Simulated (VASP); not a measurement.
The system is KCl2.

```
K Cl
1.0
     5.50654    0.00000    0.00000
     0.00000    5.50654    0.00000
     0.00000    0.00000    3.79948
K Cl
1 2
Direct
  0.50000 0.50000 0.00000
  0.00000 0.00000 0.20661
  0.00000 0.00000 0.79339
```

- Program: VASP 6.6.1
- Task: relaxation of cell and atoms
- Functional: PBE
- Potentials or basis: VASP PAW PBE potentials, release 64 (K_sv, Cl)
- Cutoff: 600 eV
- k mesh: 4 × 4 × 4
- Occupations: gaussian, width 0.1 eV
- Spin: no spin polarisation

At the start: pressure 22.4 GPa; volume 38.40 Å³/atom.

Problem. How do energy, volume and symmetry change on relaxing?

Solution. Over 42 steps the energy falls by 2916.8 meV/atom and the volume is 32.42 Å³/atom (-15.6 %); space group P4/mmm (No. 123, to 0.05 Å).

The path:
| step | energy change (eV) | largest force (eV/Å) | pressure (GPa) | volume (Å³) |
| --- | --- | --- | --- | --- |
| 1 | 0.0000 | 19.8804 | 22.38 | 115.21 |
| 3 | 5.8946 | 55.3877 | 38.84 | 117.44 |
| 5 | 5.2594 | 50.9804 | 37.71 | 115.93 |
| 7 | 5.0551 | 49.4581 | 37.37 | 115.39 |
| 9 | 5.0062 | 49.0816 | 37.29 | 115.25 |
| 11 | 4.9940 | 48.9891 | 37.25 | 115.22 |
| 13 | 4.9910 | 48.9653 | 37.26 | 115.21 |
| 15 | 4.9903 | 48.9590 | 37.26 | 115.21 |
| 17 | 4.9901 | 48.9581 | 37.26 | 115.21 |
| 19 | 4.9900 | 48.9578 | 37.26 | 115.21 |
| 21 | -6.0736 | 1.0156 | 5.05 | 129.24 |
| 23 | -6.1643 | 3.5518 | 3.91 | 133.43 |
| 25 | -6.6500 | 2.0776 | 2.73 | 136.72 |
| 27 | -7.8339 | 0.4813 | -1.92 | 168.67 |
| 29 | -7.9205 | 0.7175 | -1.33 | 157.96 |
| 31 | -8.0044 | 0.5649 | -1.67 | 156.18 |
| 33 | -8.4258 | 0.1688 | -2.55 | 125.61 |
| 35 | -8.7119 | 0.0704 | -0.83 | 100.53 |
| 37 | -8.7202 | 0.1574 | -0.23 | 96.76 |
| 39 | -8.7487 | 0.1028 | -0.04 | 97.48 |
| 41 | -8.7498 | 0.0589 | -0.05 | 97.40 |
| 42 | -8.7504 | 0.0049 | -0.06 | 97.26 |

Final structure:
```
CELL_PARAMETERS angstrom
4.24131 0.00000 0.00000
0.00000 4.24131 0.00000
0.00000 0.00000 5.40694
ATOMIC_POSITIONS crystal
K 0.50000 0.50000 0.00000
Cl 0.00000 0.00000 0.25198
Cl 0.00000 0.00000 0.74802
```

Caveat: the k points lie up to 0.37 Å⁻¹ apart in the final cell; the volume moved by over 15 % at a fixed basis, so the end points are rough; an odd number of electrons without spin polarisation forces a metal; a magnetic or distorted state may lie lower.
